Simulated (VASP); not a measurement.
Write the native input for VASP 6.6.1 that does the following.

- Task: single point
- Functional: PBE0
- Potentials or basis: VASP PAW PBE potentials, release 64 (Si)
- Cutoff: 520 eV
- k mesh: 6 × 6 × 6
- Occupations: gaussian, width 0.01 eV
- Spin: no spin polarisation
- Dipole correction: no
- Grid for exact exchange (PRECFOCK): Normal
- Further INCAR settings: ALGO = Normal; EDIFF = 1e-07; NBANDS = 11
- Share of exact exchange: 0.25

Si:

```
Si
1.0
     0.00000    2.71681    2.71681
     2.71681    0.00000    2.71681
     2.71681    2.71681    0.00000
Si
2
Direct
  0.75000 0.75000 0.75000
  0.50000 0.50000 0.50000
```

The input as run:

POSCAR

```
Si
1.0
    0.0000000000      2.7168139082      2.7168139082
    2.7168139082      0.0000000000      2.7168139082
    2.7168139082      2.7168139082      0.0000000000
Si
2
Direct
    0.7500000000      0.7500000000      0.7500000000
    0.5000000000      0.5000000000      0.5000000000
```

INCAR.step1

```
PREC = Accurate ; ENCUT = 520
EDIFF = 1E-5 ; ISMEAR = 0
SIGMA = 0.01 ; LREAL = F
LASPH = T ; NELM = 80
ALGO = Normal ; ISIF = 2
LWAVE = T ; LCHARG = F
NBANDS = 11 ; GGA = PE
```

INCAR.step2

```
PREC = Accurate ; ENCUT = 520
EDIFF = 1E-7 ; ISMEAR = 0
SIGMA = 0.01 ; LREAL = F
LASPH = T ; NELM = 80
ALGO = Normal ; ISIF = 2
LWAVE = F ; LCHARG = F
GGA = PE ; LHFCALC = T
AEXX = 0.25 ; PRECFOCK = Normal
NBANDS = 11 ; ISTART = 1
```

KPOINTS

```
regular mesh
0
Gamma
  6 6 6
```

Potentials or basis: VASP PAW PBE potentials, release 64 (Si).

Command:

```console
$ cat potpaw_PBE.64/Si/POTCAR > POTCAR
$ cp INCAR.step1 INCAR
$ mpirun -np 1 vasp_std > vasp.out
$ cp INCAR.step2 INCAR
$ mpirun -np 1 vasp_std > vasp.out
```

Results of the run:

* Pressure: -0.1 GPa
* Band gap on the k mesh: 1.97 eV (least direct gap 4.01 eV)

Caveat: the PAW data sets were made with another functional, which shifts forces and pressure a little.

Run time: 22 min on 1 thread of Intel Xeon 8259CL (shared host), peak memory 0.18 GiB.
